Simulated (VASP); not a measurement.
# TaN (P6_3mc) in VASP: further runs

Runs on TaN. Level: PBEsol. Tasks: single point.

Everything below comes from runs of VASP 6.6.1. Logs are shortened: lines on timing, memory, paths and dates and some standing lists are left out, and cuts for length are marked.

### 1 The cell of the first run

Symmetry: P6_3mc, No. 186, hexagonal system. Conventional cell: a = 3.119 Å, b = 3.119 Å, c = 5.579 Å, α = 90.00°, β = 90.00°, γ = 120.00°. Within 2.4 Å of Ta (site symmetry 3m) lie 4 N at 1.81 to 2.05 Å. Within 2.4 Å of N (site symmetry 3m) lie 4 Ta at 1.81 to 2.05 Å.

### 2 Single point, PBEsol (11.75 Å³/atom)

File INCAR:

```
  PREC = Accurate
  ENCUT = 520
  EDIFF = 1E-6
  ISMEAR = 0
  SIGMA = 0.15
  LREAL = F
  LASPH = T
  NELM = 60
  ALGO = Normal
  ISIF = 2
  LWAVE = F
  LCHARG = F
  GGA = PS
  NBANDS = 24
```

File KPOINTS:

```
Automatic mesh
0
Gamma
  18 18 8
```

File POSCAR:

```
TaN
1.0
    3.1188722443      0.0000000000      0.0000000000
   -1.5594361222      2.7010225947      0.0000000000
    0.0000000000      0.0000000000      5.5787267833
Ta N
2 2
Direct
    0.3333333333      0.6666666667      0.0301041378
    0.6666666667      0.3333333333      0.5301041378
    0.3333333333      0.6666666667      0.3548958622
    0.6666666667      0.3333333333      0.8548958622
```

Potentials or basis: VASP PAW PBE potentials, release 64 (Ta_pv, N).

Run with:

```
$ cat potpaw_PBE.64/Ta_pv/POTCAR potpaw_PBE.64/N/POTCAR > POTCAR
$ mpirun -np 1 vasp_std > vasp.out
```

OUTCAR:

```text
PREC = Accurate
   ENCUT = 520
   EDIFF = 1E-6
   ISMEAR = 0
   LREAL = F
   LASPH = T
   NELM = 60
   ISIF = 2
   GGA = PS

 ion  position               nearest neighbor table
   1  0.333  0.667  0.030-   3 1.81   4 2.05   4 2.05   4 2.05   2 3.32   2 3.32   2 3.32   2 3.32
                             2 3.32   2 3.32
   2  0.667  0.333  0.530-   4 1.81   3 2.05   3 2.05   3 2.05   1 3.32   1 3.32   1 3.32   1 3.32
                             1 3.32   1 3.32
   3  0.333  0.667  0.355-   1 1.81   2 2.05   2 2.05   2 2.05
   4  0.667  0.333  0.855-   2 1.81   1 2.05   1 2.05   1 2.05

  LATTYP: Found a hexagonal cell.
 ALAT       =     3.1188722443
 C/A-ratio  =     1.7887000000

  Lattice vectors:

 A1 = (   3.1188722443,   0.0000000000,   0.0000000000)
 A2 = (  -1.5594361222,   2.7010225947,   0.0000000000)
 A3 = (   0.0000000000,   0.0000000000,   5.5787267833)

Analysis of symmetry for initial positions (statically):
=====================================================================
 Subroutine PRICEL returns:
 Original cell was already a primitive cell.

 Routine SETGRP: Setting up the symmetry group for a
 hexagonal supercell.

 Subroutine GETGRP returns: Found 12 space group operations
 (whereof  6 operations were pure point group operations)
 out of a pool of 24 trial point group operations.

The static configuration has the point symmetry C_3v.
 The point group associated with its full space group is C_6v.

Analysis of symmetry for dynamics (positions and initial velocities):
=====================================================================
 Subroutine PRICEL returns:
 Original cell was already a primitive cell.

 Routine SETGRP: Setting up the symmetry group for a
 hexagonal supercell.

 Subroutine GETGRP returns: Found 12 space group operations
 (whereof  6 operations were pure point group operations)
 out of a pool of 24 trial point group operations.

The dynamic configuration has the point symmetry C_3v.
 The point group associated with its full space group is C_6v.

 Subroutine INISYM returns: Found 12 space group operations
 (whereof  6 operations are pure point group operations),
 and found     1 'primitive' translations

----------------------------------------------------------------------------------------

                                     Primitive cell

  volume of cell :      46.9960

  direct lattice vectors                    reciprocal lattice vectors
[... 91 lines left out ...]
   EDIFF  = 0.1E-05   stopping-criterion for ELM
   LREAL  =      F    real-space projection
   EDIFFG = 0.1E-04   stopping-criterion for IOM
   NSW    =      0    number of steps for IOM
   IBRION =     -1    ionic relax: 0-MD 1-quasi-New 2-CG
   NFREE  =      0    steps in history (QN), initial steepest desc. (CG)
   ISIF   =      2    stress and relaxation
   ISYM   =      2    0-nonsym 1-usesym 2-fastsym
   POTIM  = 0.5000    time-step for ionic-motion
   TEBEG  =    0.0;   TEEND  =   0.0 temperature during run
   PSTRESS=    0.0 pullay stress
   NELECT =      32.0000    total number of electrons
   NUPDOWN=      -1.0000    fix difference up-down
   EMIN   =  10.00;   EMAX   =-10.00  energy-range for DOS
   EFERMI =   0.00;   METHOD = LEGACY
   ISMEAR =     0;   SIGMA  =   0.15  broadening in eV -4-tet -1-fermi 0-gaus
   EFERMI_NEDOS =   21; number of points for ismear=-14 and -15
   IALGO  =     38    algorithm
   IMIX   =      4    mixing-type and parameters
     AMIX     =   0.40;   BMIX     =  1.00
     AMIX_MAG =   1.60;   BMIX_MAG =  1.00
  volume/ion in A,a.u.               =      11.75        79.29
  Fermi-wavevector in a.u.,A,eV,Ry     =   1.440250  2.721678 28.222835  2.074320
  Thomas-Fermi vector in A             =   2.559015
   LORBIT       =      0    0 simple, 1 ext, 2 COOP (PROOUT), +10 PAW based schemes
   GGA     = PS    functional components
   LHFCALC =     F    Hartree Fock is set to
   AEXX    =    0.0000 exact exchange contribution
   IVDW    =     0    specifies the selected vdW correction
   LEPSILON=     F    determine dielectric tensor
   LRPA    =     F    only Hartree local field effects (RPA)
 non-spin polarized calculation
 Gauss-broadening in eV      SIGMA  =   0.15
  energy-cutoff  :      520.00
  volume of cell :       47.00
 maximum number of plane-waves:      1281
 NGX is ok and might be reduce to    24
   NGX = 11   NGY = 11   NGZ = 21

 number of electron      31.9999997 magnetization

 Free energy of the ion-electron system (eV)
  ---------------------------------------------------
  ext. energy  EPLUGINS =         0.00000000
  ---------------------------------------------------
  free energy    TOTEN  =       -44.91767131 eV

  energy without entropy =      -44.90930581  energy(sigma->0) =      -44.91348856

 E-fermi :   7.4086     XC(G=0): -12.8213

 val. band max:        7.3953967219   @ k =   0.3333   0.3333   0.1250
 cond. band min:       7.4287123885   @ k =   0.1111   0.0556   0.5000
 fundamental gap:      0.0333156665
 Fermi energy:         7.4086185011

 k-point     1 :       0.0000    0.0000    0.0000
  band No.  band energies     occupation
      1     -28.3358      2.00000
      2     -27.6583      2.00000
      3     -27.3198      2.00000
      4     -27.3198      2.00000
      5     -27.2476      2.00000
      6     -27.2476      2.00000
[... 637 lines left out ...]
     23      13.4517      0.00000
     24      14.3371      0.00000

 [... further k-points ...]

------------------------ aborting loop because EDIFF is reached ----------------------------------------

  FORCE on cell =-STRESS in cart. coord.  units (eV):
  Direction    XX          YY          ZZ          XY          YZ          ZX
  --------------------------------------------------------------------------------------
  -------------------------------------------------------------------------------------
  Total        5.1468740      5.1468740     22.7171432     -0.0000000     -0.0000000     -0.0000000
  in kB      175.4661005    175.4661005    774.4678660     -0.0000000     -0.0000000     -0.0000000
  external PRESSURE =     375.1333557 kB  Pullay stress =       0.0000000 kB

 VOLUME and BASIS-vectors are now :
 -----------------------------------------------------------------------------
  energy-cutoff  :      520.00
  volume of cell :       47.00
      direct lattice vectors                 reciprocal lattice vectors
     3.118872244  0.000000000  0.000000000     0.320628715  0.185115075  0.000000000
    -1.559436122  2.701022595  0.000000000     0.000000000  0.370230150  0.000000000
     0.000000000  0.000000000  5.578726783     0.000000000  0.000000000  0.179252370

 POSITION                                       TOTAL-FORCE (eV/Angst)
 -----------------------------------------------------------------------------------
     -0.00000      1.80068      0.16794        -0.000000      0.000000     -3.112177
      1.55944      0.90034      2.95731         0.000000     -0.000000     -3.112177
     -0.00000      1.80068      1.97987        -0.000000     -0.000000      3.112177
      1.55944      0.90034      4.76923         0.000000      0.000000      3.112177
 -----------------------------------------------------------------------------------
    total drift:                               -0.000000      0.000000     -0.000846

  FREE ENERGIE OF THE ION-ELECTRON SYSTEM (eV)
  ---------------------------------------------------
  free  energy   TOTEN  =       -44.9176713084 eV

  energy  without entropy=      -44.9093058104  energy(sigma->0) =      -44.91348856
```

OSZICAR:

```text
N       E                     dE             d eps       ncg     rms          rms(c)
DAV:   1     0.273751916444E+03    0.27375E+03   -0.17644E+04  8888   0.140E+03
DAV:   2    -0.376911496183E+02   -0.31144E+03   -0.29690E+03 10824   0.409E+02
DAV:   3    -0.512414293010E+02   -0.13550E+02   -0.13387E+02 11136   0.842E+01
DAV:   4    -0.513872839863E+02   -0.14585E+00   -0.14572E+00 10112   0.935E+00
DAV:   5    -0.513892294940E+02   -0.19455E-02   -0.19446E-02 11496   0.920E-01    0.438E+01
DAV:   6    -0.451518332197E+02    0.62374E+01   -0.25032E+01 10360   0.354E+01    0.177E+01
DAV:   7    -0.449740085167E+02    0.17782E+00   -0.12123E+00  9880   0.817E+00    0.109E+01
DAV:   8    -0.449236649017E+02    0.50344E-01   -0.12329E-01 11272   0.272E+00    0.126E+00
DAV:   9    -0.449177561959E+02    0.59087E-02   -0.21180E-02 10696   0.879E-01    0.239E-01
DAV:  10    -0.449176680966E+02    0.88099E-04   -0.10850E-03 10600   0.301E-01    0.535E-02
DAV:  11    -0.449176732791E+02   -0.51825E-05   -0.50265E-05 11080   0.537E-02    0.154E-02
DAV:  12    -0.449176717210E+02    0.15581E-05   -0.61394E-06 10536   0.182E-02    0.466E-03
DAV:  13    -0.449176713084E+02    0.41254E-06   -0.44786E-07  6776   0.560E-03
   1 F= -.44917671E+02 E0= -.44913489E+02  d E =-.836550E-02
```

stdout:

```text
POSCAR found type information on POSCAR TaN
 POSCAR found :  2 types and       4 ions
 scaLAPACK will be used
 -----------------------------------------------------------------------------
|                                                                             |
|                                                                             |
|     You enforced a specific xc type in the INCAR file but a different       |
|     I HOPE YOU KNOW WHAT YOU ARE DOING!                                     |
|                                                                             |
 -----------------------------------------------------------------------------

 LDA part: xc-table for (Slater+PW92), standard interpolation
 POSCAR, INCAR and KPOINTS ok, starting setup
 FFT: planning ... GRIDC
 FFT: planning ... GRID_SOFT
 FFT: planning ... GRID
 WAVECAR not read
 entering main loop
```

Run time: 2.7 min. Hardware: 1 thread of Intel Xeon Platinum 8375C at 2.90GHz (Ice Lake), shared host; peak memory 0.29 GiB.

Results:

| Item | Value |
| --- | --- |
| Free energy | -44.9177 eV |
| Pressure | 37.5 GPa |
| Largest force | 3.112 eV/Å |
| Band gap on the k mesh | zero (bands 16 and 17 overlap by 0.90 eV) |

Forces in eV/Å, atoms in the order of the input:
```
Ta   0.000  0.000 -3.112
Ta   0.000  0.000 -3.112
N    0.000  0.000  3.112
N    0.000  0.000  3.112
```

Levels at points of the mesh, in eV from the Fermi level:
```tsv
k point	band 14	band 15	band 16	band 17	band 18	band 19
(0.00, 0.00, 0.00)	-5.22	-1.00	-0.52	-0.24	-0.24	2.25
(0.50, 0.00, 0.00)	-4.06	-2.65	-0.28	1.75	2.44	2.94
(0.00, 0.00, 0.50)	-5.93	0.65	0.65	1.01	1.01	1.01
(0.50, 0.00, 0.50)	-5.59	-0.63	-0.63	1.99	1.99	3.42
```

Caveat: the stress differs along the axes, from 18 to 77 GPa; the PAW data sets were made with another functional, which shifts forces and pressure a little; spin-orbit coupling is left out, which moves the levels of the heavy elements.

### 3 Single point, PBEsol (11.75 Å³/atom)

File INCAR:

```
PREC     = Accurate       # precision mode
ENCUT    = 520            # plane-wave cutoff, eV
EDIFF    = 1E-7           # SCF threshold, eV
ISMEAR   = 0              # smearing method
SIGMA    = 0.15           # smearing width, eV
LREAL    = False          # projectors in reciprocal space
LASPH    = True           # aspherical terms in the spheres
NELM     = 80             # most SCF steps
ALGO     = Normal         # electronic algorithm
ISIF     = 2              # what is computed and relaxed
LWAVE    = False          # write WAVECAR
LCHARG   = False          # write CHGCAR
GGA      = PS             # functional
NBANDS   = 24             # bands
```

KPOINTS is that of step 2.

File POSCAR:

```
TaN
1.0
    2.9561670192      0.0000000000      0.0000000000
   -1.4780835096      2.5601157364      0.0000000000
    0.0000000000      0.0000000000      6.2097244405
Ta N
2 2
Direct
    0.3333333333      0.6666666667      0.0301041378
    0.6666666667      0.3333333333      0.5301041378
    0.3333333333      0.6666666667      0.3548958622
    0.6666666667      0.3333333333      0.8548958622
```

Potentials or basis: VASP PAW PBE potentials, release 64 (Ta_pv, N).

Run with:

```
$ cat potpaw_PBE.64/Ta_pv/POTCAR potpaw_PBE.64/N/POTCAR > POTCAR
$ mpirun -np 1 vasp_std > vasp.out
```

Run time: 2.7 min. Hardware: 1 thread of Intel Xeon Platinum 8375C at 2.90GHz (Ice Lake), shared host; peak memory 0.3 GiB.

It converged, with:

```
Free energy            : -45.2887 eV
Pressure               : 24.0 GPa
Largest force          : 1.795 eV/Å
Band gap on the k mesh : zero (bands 16 and 17 overlap by 0.23 eV)
```

Forces in eV/Å, atoms in the order of the input:
```
Ta   0.000  0.000  1.795
Ta   0.000  0.000  1.795
N    0.000  0.000 -1.795
N    0.000  0.000 -1.795
```

Stress tensor (GPa, compression positive):
```
34.19  0.00  0.00
 0.00 34.19  0.00
 0.00  0.00  3.51
```

Levels at points of the mesh, in eV from the Fermi level:
```
           k point  band 13  band 14  band 15  band 16  band 17  band 18  band 19  band 20
(0.00, 0.00, 0.00)    -4.52    -4.52    -0.74    -0.42     0.56     0.56     2.51     2.51
(0.50, 0.00, 0.00)    -4.73    -3.66    -2.55    -0.34     1.07     2.39     3.41     4.60
(0.00, 0.00, 0.50)    -4.92    -4.92     0.13     0.13     1.31     1.31     1.31     1.31
(0.50, 0.00, 0.50)    -4.70    -4.70    -1.15    -1.15     1.56     1.56     4.37     4.37
```

Caveat: the stress differs along the axes, from 4 to 34 GPa; the PAW data sets were made with another functional, which shifts forces and pressure a little; spin-orbit coupling is left out, which moves the levels of the heavy elements.

### 4 Single point, PBEsol (12.26 Å³/atom)

This run uses another cell than the first one, of 12.26 Å³/atom.

File INCAR:

```
SYSTEM = TaN
PREC = Accurate
ENCUT = 520
EDIFF = 1E-6
ISMEAR = 0
SIGMA = 0.15
LREAL = .FALSE.
LASPH = .TRUE.
NELM = 60
ALGO = Normal
ISIF = 2
LWAVE = .FALSE.
LCHARG = .TRUE.
GGA = PS
LELF = .TRUE.
LVHAR = .TRUE.
NBANDS = 24
```

File KPOINTS:

```
regular mesh
0
G
  18 18 8
  0 0 0
```

File POSCAR:

```
TaN
1.0
    3.2061367218      0.0000000000      0.0000000000
   -1.6030683609      2.7765958491      0.0000000000
    0.0000000000      0.0000000000      5.5087841154
Ta N
2 2
Direct
    0.3333333333      0.6666666667      0.0301041378
    0.6666666667      0.3333333333      0.5301041378
    0.3333333333      0.6666666667      0.3548958622
    0.6666666667      0.3333333333      0.8548958622
```

Run with:

```
$ cat potpaw_PBE.64/Ta_pv/POTCAR potpaw_PBE.64/N/POTCAR > POTCAR
$ mpirun -np 1 vasp_std > vasp.out
```

Run time: 2.7 min. Hardware: 1 thread of Intel Xeon Platinum 8375C at 2.90GHz (Ice Lake), shared host; peak memory 0.3 GiB.

The run converged. Its results:

```
Free energy            : -44.7909 eV
Pressure               : 27.1 GPa
Largest force          : 4.409 eV/Å
Band gap on the k mesh : zero (bands 16 and 17 overlap by 1.04 eV)
```

Forces on the atoms (eV/Å):
```
Ta   0.000  0.000 -4.409
Ta   0.000  0.000 -4.409
N    0.000  0.000  4.409
N    0.000  0.000  4.409
```

Stress tensor (GPa, compression positive):
```
 2.67  0.00  0.00
 0.00  2.67  0.00
 0.00  0.00 75.92
```

Levels at points of the mesh, in eV from the Fermi level:
```
           k point  band 13  band 14  band 15  band 16  band 17  band 18  band 19  band 20
(0.00, 0.00, 0.00)    -5.12    -5.12    -1.10    -0.53    -0.33    -0.33     2.02     2.02
(0.50, 0.00, 0.00)    -4.91    -4.02    -2.50    -0.24     1.80     2.30     2.82     3.05
(0.00, 0.00, 0.50)    -5.88    -5.88     0.71     0.71     0.99     0.99     0.99     0.99
(0.50, 0.00, 0.50)    -5.55    -5.55    -0.45    -0.45     2.05     2.05     3.09     3.09
```

Caveat: the stress differs along the axes, from 3 to 76 GPa; the PAW data sets were made with another functional, which shifts forces and pressure a little; spin-orbit coupling is left out, which moves the levels of the heavy elements.

### 5 Single point, PBEsol (12.26 Å³/atom)

This run uses another cell than the first one, of 12.26 Å³/atom.

File INCAR:

```
  PREC = Accurate
  ENCUT = 520
  EDIFF = 1E-6
  ISMEAR = 0
  SIGMA = 0.15
  LREAL = F
  LASPH = T
  NELM = 100
  ALGO = Normal
  ISIF = 2
  LWAVE = F
  LCHARG = F
  GGA = PS
  NBANDS = 24
```

File KPOINTS:

```
Automatic mesh
0
Gamma
  18 18 8
```

File POSCAR:

```
TaN
1.0
    2.9584910164      0.0000000000      0.0000000000
   -1.4792455082      2.5621283771      0.0000000000
    0.0000000000      0.0000000000      6.4696281548
Ta N
2 2
Direct
    0.3333333333      0.6666666667      0.0301041378
    0.6666666667      0.3333333333      0.5301041378
    0.3333333333      0.6666666667      0.3548958622
    0.6666666667      0.3333333333      0.8548958622
```

Run with:

```
$ cat potpaw_PBE.64/Ta_pv/POTCAR potpaw_PBE.64/N/POTCAR > POTCAR
$ mpirun -np 1 vasp_std > vasp.out
```

Run time: 2.8 min. Hardware: 1 thread of Intel Xeon Platinum 8375C at 2.90GHz (Ice Lake), shared host; peak memory 0.31 GiB.

Results (log left out):

```
Free energy            : -45.1821 eV
Pressure               : 8.9 GPa
Largest force          : 2.001 eV/Å
Band gap on the k mesh : zero (bands 16 and 17 overlap by 0.07 eV)
```

Forces in eV/Å, atoms in the order of the input:
```
Ta   0.000  0.000  2.001
Ta   0.000  0.000  2.001
N    0.000  0.000 -2.001
N    0.000  0.000 -2.001
```

Stress tensor (GPa, compression positive):
```
 24.24   0.00   0.00
  0.00  24.24   0.00
  0.00   0.00 -21.81
```

Levels at points of the mesh, in eV from the Fermi level:
| k point | band 14 | band 15 | band 16 | band 17 | band 18 | band 19 |
| --- | --- | --- | --- | --- | --- | --- |
| (0.00, 0.00, 0.00) | -4.01 | -0.84 | -0.26 | 0.84 | 0.84 | 2.43 |
| (0.50, 0.00, 0.00) | -3.32 | -2.30 | -0.31 | 0.94 | 2.21 | 3.55 |
| (0.00, 0.00, 0.50) | -4.33 | -0.03 | -0.03 | 1.46 | 1.46 | 1.46 |
| (0.50, 0.00, 0.50) | -4.18 | -1.13 | -1.13 | 1.46 | 1.46 | 4.49 |

Caveat: the stress differs along the axes, from -22 to 24 GPa; the PAW data sets were made with another functional, which shifts forces and pressure a little; spin-orbit coupling is left out, which moves the levels of the heavy elements.

### 6 The runs side by side

```csv
cell,gap on the mesh (eV),pressure (GPa),largest force (eV/Å)
"a = 3.119, b = 3.119, c = 5.579 Å, angles 90.0, 90.0, 120.0°, 4 atoms",none,37.5,3.11
"a = 2.956, b = 2.956, c = 6.210 Å, angles 90.0, 90.0, 120.0°, 4 atoms",none,24.0,1.79
"a = 3.206, b = 3.206, c = 5.509 Å, angles 90.0, 90.0, 120.0°, 4 atoms",none,27.1,4.41
"a = 2.958, b = 2.958, c = 6.470 Å, angles 90.0, 90.0, 120.0°, 4 atoms",none,8.9,2.00
```

Alike in all rows: task single point; level PBEsol; potentials or basis VASP PAW PBE potentials, release 64 (Ta_pv, N); no spin polarisation; k mesh 18 × 18 × 8; cutoff (eV) 520; smearing gaussian 0.15 eV.

Caveats: the PAW data sets were made with another functional, which shifts forces and pressure a little; spin-orbit coupling is left out, which moves the levels of the heavy elements; the stress differs along the axes, from 18 to 77 GPa (at least some runs); the stress differs along the axes, from 4 to 34 GPa (at least some runs); the stress differs along the axes, from 3 to 76 GPa (at least some runs); the stress differs along the axes, from -22 to 24 GPa (at least some runs).

Absolute energies hang on the potentials; compare differences alone.

The gap in the log of VASP goes by the Fermi energy; the results here count the filled bands.